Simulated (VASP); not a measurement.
Runs of VASP 6.6.1 on KF. The structure is that of space group P4/mmm (No. 123), or close to it. The cells are those of the table. 

```csv
cell,gap on the mesh (eV),pressure (GPa)
"a = 3.259, b = 3.259, c = 2.998 Å, 2 atoms",6.42,0.4
"a = 2.998, b = 2.998, c = 3.389 Å, 2 atoms",6.69,2.4
"a = 2.998, b = 2.998, c = 3.259 Å, 2 atoms",(b),(c)
"a = 2.998, b = 2.998, c = 3.520 Å, 2 atoms",(a),0.6
```

Alike in all rows: task single point; level PBEsol; potentials or basis VASP PAW PBE potentials, release 64 (K_sv, F); no spin polarisation; k mesh 8 × 8 × 8; cutoff (eV) 520; smearing gaussian 0.05 eV.

Problem. Fill in the values left out.

Solution. (a) 6.22; (b) 7.16; (c) 4.6.

Caveats: the PAW data sets were made with another functional, which shifts forces and pressure a little.

A k mesh can miss the band edges.
